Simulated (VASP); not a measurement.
# Si2P3 (I4/mmm) in VASP: a series of runs

Runs on Si2P3. Level: PBE. Tasks: single point, relaxation of cell and atoms.

Program: VASP 6.6.1. These are calculated values, not measurements. Logs are shortened: lines on timing, memory, paths and dates and some standing lists are left out, and cuts for length are marked.

**1. The cell of the first run**

It takes space group I4/mmm (No. 139, tetragonal). Conventional cell: a = 4.569 Å, b = 4.569 Å, c = 8.842 Å, α = 90.00°, β = 90.00°, γ = 90.00°. Si (site symmetry 4mm) has 5 P at 1.89 to 2.31 Å within 2.5 Å. P (site symmetry -4m2) has 4 Si at 2.31 Å within 3.0 Å. Within 2.5 Å of P (site symmetry 4/mmm) lie 2 Si at 1.89 Å.

**2. Single point, PBE**

INCAR reads:

```
PREC = Accurate
ENCUT = 520
EDIFF = 1E-7
ISMEAR = 0
SIGMA = 0.1
LREAL = F
LASPH = T
NELM = 60
ALGO = Normal
ISIF = 2
LWAVE = F
LCHARG = F
GGA = PE
NBANDS = 20
```

KPOINTS reads:

```
regular mesh
0
Gamma
  6 6 6
```

POSCAR reads:

```
Si2P3
1.0
   -2.2843957700      2.2843957700      4.4211023700
    2.2843957700     -2.2843957700      4.4211023700
    2.2843957700      2.2843957700     -4.4211023700
Si P
2 3
Direct
    0.2136204200      0.2136204200      0.0000000000
    0.7863795800      0.7863795800      0.0000000000
    0.7500000000      0.2500000000      0.5000000000
    0.2500000000      0.7500000000      0.5000000000
    0.0000000000      0.0000000000      0.0000000000
```

Potentials or basis: VASP PAW PBE potentials, release 64 (Si, P).

Run with:

```console
$ cat potpaw_PBE.64/Si/POTCAR potpaw_PBE.64/P/POTCAR > POTCAR
$ mpirun -np 1 vasp_std > vasp.out
```

OUTCAR:

```text
PREC = Accurate
   ENCUT = 520
   EDIFF = 1E-7
   ISMEAR = 0
   LREAL = F
   LASPH = T
   NELM = 60
   ISIF = 2
   GGA = PE

 ion  position               nearest neighbor table
   1  0.214  0.214  0.000-   5 1.89   4 2.31   3 2.31   3 2.31   4 2.31
   2  0.786  0.786  0.000-   5 1.89   4 2.31   3 2.31   3 2.31   4 2.31
   3  0.750  0.250  0.500-   2 2.31   1 2.31   2 2.31   1 2.31
   4  0.250  0.750  0.500-   2 2.31   1 2.31   2 2.31   1 2.31
   5  0.000  0.000  0.000-   1 1.89   2 1.89

  LATTYP: Found a body centered tetragonal cell.
 ALAT       =     4.5687915400
 C/A-ratio  =     1.9353486940

  Lattice vectors:

 A1 = (  -2.2843957700,   2.2843957700,   4.4211023700)
 A2 = (   2.2843957700,  -2.2843957700,   4.4211023700)
 A3 = (   2.2843957700,   2.2843957700,  -4.4211023700)

Analysis of symmetry for initial positions (statically):
=====================================================================
 Subroutine PRICEL returns:
 Original cell was already a primitive cell.

 Routine SETGRP: Setting up the symmetry group for a
 body centered tetragonal supercell.

 Subroutine GETGRP returns: Found 16 space group operations
 (whereof 16 operations were pure point group operations)
 out of a pool of 16 trial point group operations.

The static configuration has the point symmetry D_4h.

Analysis of symmetry for dynamics (positions and initial velocities):
=====================================================================
 Subroutine PRICEL returns:
 Original cell was already a primitive cell.

 Routine SETGRP: Setting up the symmetry group for a
 body centered tetragonal supercell.

 Subroutine GETGRP returns: Found 16 space group operations
 (whereof 16 operations were pure point group operations)
 out of a pool of 16 trial point group operations.

The dynamic configuration has the point symmetry D_4h.

 Subroutine INISYM returns: Found 16 space group operations
 (whereof 16 operations are pure point group operations),
 and found     1 'primitive' translations

----------------------------------------------------------------------------------------

                                     Primitive cell

  volume of cell :      92.2855

  direct lattice vectors                    reciprocal lattice vectors
    -2.284395770  2.284395770  4.421102370     0.000000000  0.218876259  0.113093966
     2.284395770 -2.284395770  4.421102370     0.218876259  0.000000000  0.113093966
     2.284395770  2.284395770 -4.421102370     0.218876259  0.218876259  0.000000000

  length of vectors
     5.475680253  5.475680253  5.475680253     0.246367737  0.246367737  0.309537774

  position of ions in fractional coordinates (direct lattice)
     0.213620420  0.213620420  0.000000000
     0.786379580  0.786379580  0.000000000
     0.750000000  0.250000000  0.500000000
     0.250000000  0.750000000  0.500000000
     0.000000000  0.000000000  0.000000000

  ion indices of the primitive-cell ions
   primitive index   ion index
                 1           1
                 2           2
                 3           3
                 4           4
                 5           5

----------------------------------------------------------------------------------------

 KPOINTS: regular mesh

Automatic generation of k-mesh.
 Grid dimensions read from file:
 generate k-points for:    6    6    6

 Generating k-lattice:

  Cartesian coordinates                     Fractional coordinates (reciprocal lattice)
     0.000000000  0.036479376  0.018848994     0.166666667  0.000000000 -0.000000000
     0.036479376  0.000000000  0.018848994     0.000000000  0.166666667 -0.000000000
     0.036479376  0.036479376  0.000000000     0.000000000  0.000000000  0.166666667

  Length of vectors
     0.041061289  0.041061289  0.051589629

  Shift w.r.t. Gamma in fractional coordinates (k-lattice)
     0.000000000  0.000000000  0.000000000

 Subroutine IBZKPT returns following result:
 ===========================================

 Found     30 irreducible k-points:

 Following reciprocal coordinates:
            Coordinates               Weight
  0.000000  0.000000  0.000000      1.000000
  0.166667  0.000000 -0.000000      8.000000
  0.333333  0.000000 -0.000000      8.000000
  0.500000  0.000000  0.000000      4.000000
  0.166667  0.166667 -0.000000      8.000000
  0.333333  0.166667 -0.000000     16.000000
[... 16 lines left out ...]
 -0.333333 -0.333333  0.166667      8.000000
 -0.166667 -0.333333  0.166667      8.000000
 [... further k-points ...]
   k-points           NKPTS =     30   k-points in BZ     NKDIM =     30   number of bands    NBANDS=     20
   number of dos      NEDOS =    301   number of ions     NIONS =      5
   total plane-waves  NPLWV =  74088
   dimension x,y,z NGX =    42 NGY =   42 NGZ =   42
   dimension x,y,z NGXF=    84 NGYF=   84 NGZF=   84
   ions per type =               2   3
   NGX,Y,Z   is equivalent  to a cutoff of  12.75, 12.75, 12.75 a.u.
   NGXF,Y,Z  is equivalent  to a cutoff of  25.50, 25.50, 25.50 a.u.
 SYSTEM =  unknown system
   PREC   = accura    normal or accurate (medium, high low for compatibility)
   ISTART =      0    job   : 0-new  1-cont  2-samecut
   ICHARG =      2    charge: 1-file 2-atom 10-const
   ISPIN  =      1    spin polarized calculation?
   LNONCOLLINEAR =      F non collinear calculations
   LSORBIT =      F    spin-orbit coupling
   LASPH  =      T    aspherical Exc in radial PAW
   ENCUT  =  520.0 eV  38.22 Ry    6.18 a.u.  10.18 10.18 10.18*2*pi/ulx,y,z
   NELM   =     60;   NELMIN=  2; NELMDL= -5     # of ELM steps
   EDIFF  = 0.1E-06   stopping-criterion for ELM
   LREAL  =      F    real-space projection
   EDIFFG = 0.1E-05   stopping-criterion for IOM
   NSW    =      0    number of steps for IOM
   IBRION =     -1    ionic relax: 0-MD 1-quasi-New 2-CG
   NFREE  =      0    steps in history (QN), initial steepest desc. (CG)
   ISIF   =      2    stress and relaxation
   ISYM   =      2    0-nonsym 1-usesym 2-fastsym
   POTIM  = 0.5000    time-step for ionic-motion
   TEBEG  =    0.0;   TEEND  =   0.0 temperature during run
   PSTRESS=    0.0 pullay stress
   NELECT =      23.0000    total number of electrons
   NUPDOWN=      -1.0000    fix difference up-down
   EMIN   =  10.00;   EMAX   =-10.00  energy-range for DOS
   EFERMI =   0.00;   METHOD = LEGACY
   ISMEAR =     0;   SIGMA  =   0.10  broadening in eV -4-tet -1-fermi 0-gaus
   EFERMI_NEDOS =   21; number of points for ismear=-14 and -15
   IALGO  =     38    algorithm
   IMIX   =      4    mixing-type and parameters
     AMIX     =   0.40;   BMIX     =  1.00
     AMIX_MAG =   1.60;   BMIX_MAG =  1.00
  volume/ion in A,a.u.               =      18.46       124.55
  Fermi-wavevector in a.u.,A,eV,Ry     =   1.030243  1.946877 14.441234  1.061401
  Thomas-Fermi vector in A             =   2.164331
   LORBIT       =      0    0 simple, 1 ext, 2 COOP (PROOUT), +10 PAW based schemes
   GGA     = PE    functional components
   LHFCALC =     F    Hartree Fock is set to
   AEXX    =    0.0000 exact exchange contribution
   IVDW    =     0    specifies the selected vdW correction
   LEPSILON=     F    determine dielectric tensor
   LRPA    =     F    only Hartree local field effects (RPA)
 non-spin polarized calculation
 Gauss-broadening in eV      SIGMA  =   0.10
  energy-cutoff  :      520.00
  volume of cell :       92.29
 maximum number of plane-waves:      2512
 NGX is ok and might be reduce to    42
   NGX = 21   NGY = 21   NGZ = 21

 number of electron      23.0000001 magnetization

 Free energy of the ion-electron system (eV)
  ---------------------------------------------------
  ext. energy  EPLUGINS =         0.00000000
  ---------------------------------------------------
  free energy    TOTEN  =       -22.53928288 eV

  energy without entropy =      -22.53038861  energy(sigma->0) =      -22.53483574

 E-fermi :   6.1313     XC(G=0):  -9.6028

 val. band max:        6.1045065058   @ k =   0.3333   0.1667  -0.0000
 cond. band min:       6.1479284252   @ k =   0.5000   0.5000   0.5000
 fundamental gap:      0.0434219194
 Fermi energy:         6.1312962917

 k-point     1 :       0.0000    0.0000    0.0000
  band No.  band energies     occupation
      1      -8.8104      2.00000
      2      -3.9319      2.00000
      3      -3.0246      2.00000
      4      -2.8145      2.00000
      5      -0.5968      2.00000
      6      -0.5968      2.00000
[... 12 lines left out ...]
     19      13.9968      0.00000
     20      13.9968      0.00000

 k-point     2 :       0.1667    0.0000   -0.0000
  band No.  band energies     occupation
      1      -8.6183      2.00000
      2      -4.4274      2.00000
      3      -3.6987      2.00000
      4      -2.4758      2.00000
      5      -0.4623      2.00000
      6       0.1988      2.00000
[... 12 lines left out ...]
     19      13.3814      0.00000
     20      13.8356      0.00000

 k-point     3 :       0.3333    0.0000   -0.0000
  band No.  band energies     occupation
      1      -8.0682      2.00000
      2      -5.6442      2.00000
      3      -4.2138      2.00000
      4      -1.9138      2.00000
      5      -0.0648      2.00000
      6       0.8312      2.00000
[... 12 lines left out ...]
     19      13.0768      0.00000
     20      13.2932      0.00000

 k-point     4 :       0.5000    0.0000    0.0000
  band No.  band energies     occupation
      1      -7.4936      2.00000
      2      -6.5126      2.00000
      3      -4.3532      2.00000
      4      -1.6663      2.00000
      5       0.4229      2.00000
      6       0.8297      2.00000
[... 429 lines left out ...]
 k-point    23 :      -0.3333   -0.3333    0.1667
  band No.  band energies     occupation
      1      -8.0009      2.00000
      2      -6.0215      2.00000
      3      -4.0646      2.00000
      4      -1.5834      2.00000
      5      -0.4511      2.00000
      6       0.6933      2.00000
[... 12 lines left out ...]
     19      12.3969      0.00000
     20      13.0289      0.00000

 k-point    24 :      -0.1667   -0.3333    0.1667
  band No.  band energies     occupation
      1      -8.3620      2.00000
      2      -5.5304      2.00000
      3      -3.6782      2.00000
      4      -1.3218      2.00000
      5      -0.6430      2.00000
      6      -0.0223      2.00000
[... 12 lines left out ...]
     19      13.0843      0.00000
     20      13.6251      0.00000

 [... further k-points ...]

------------------------ aborting loop because EDIFF is reached ----------------------------------------

  FORCE on cell =-STRESS in cart. coord.  units (eV):
  Direction    XX          YY          ZZ          XY          YZ          ZX
  --------------------------------------------------------------------------------------
  -------------------------------------------------------------------------------------
  Total        4.4950378      4.4950378     28.0480185      0.0000000     -0.0000000      0.0000000
  in kB       78.0388167     78.0388167    486.9445510      0.0000000     -0.0000000      0.0000000
  external PRESSURE =     214.3407282 kB  Pullay stress =       0.0000000 kB

 VOLUME and BASIS-vectors are now :
 -----------------------------------------------------------------------------
  energy-cutoff  :      520.00
  volume of cell :       92.29
      direct lattice vectors                 reciprocal lattice vectors
    -2.284395770  2.284395770  4.421102370     0.000000000  0.218876259  0.113093966
     2.284395770 -2.284395770  4.421102370     0.218876259  0.000000000  0.113093966
     2.284395770  2.284395770 -4.421102370     0.218876259  0.218876259  0.000000000

 POSITION                                       TOTAL-FORCE (eV/Angst)
 -----------------------------------------------------------------------------------
      0.00000      0.00000      1.88888         0.000000      0.000000      6.125564
      0.00000      0.00000      6.95333        -0.000000     -0.000000     -6.125564
     -0.00000      2.28440      2.21055        -0.000000     -0.000000      0.000000
      2.28440     -0.00000      2.21055        -0.000000     -0.000000      0.000000
      0.00000      0.00000      0.00000        -0.000000     -0.000000      0.000000
 -----------------------------------------------------------------------------------
    total drift:                               -0.000000     -0.000000     -0.000000

  FREE ENERGIE OF THE ION-ELECTRON SYSTEM (eV)
  ---------------------------------------------------
  free  energy   TOTEN  =       -22.5392828756 eV

  energy  without entropy=      -22.5303886116  energy(sigma->0) =      -22.53483574
```

It took 36 s on 1 thread of Intel Xeon 6975P-C (Granite Rapids), shared host; peak memory 0.25 GiB.

What came out:

* Free energy: -22.5393 eV
* Pressure: 21.4 GPa
* Largest force: 6.126 eV/Å

Forces on the atoms (eV/Å):
```
Si   0.000  0.000  6.126
Si   0.000  0.000 -6.126
P    0.000  0.000  0.000
P    0.000  0.000  0.000
P    0.000  0.000  0.000
```

Stress tensor (GPa, compression positive):
```
 7.80  0.00  0.00
 0.00  7.80  0.00
 0.00  0.00 48.69
```

Caveat: forces of over 1 eV/Å act on the atoms, so gaps and moduli don't describe the material at rest.

(Continued in part 2 of 2.)
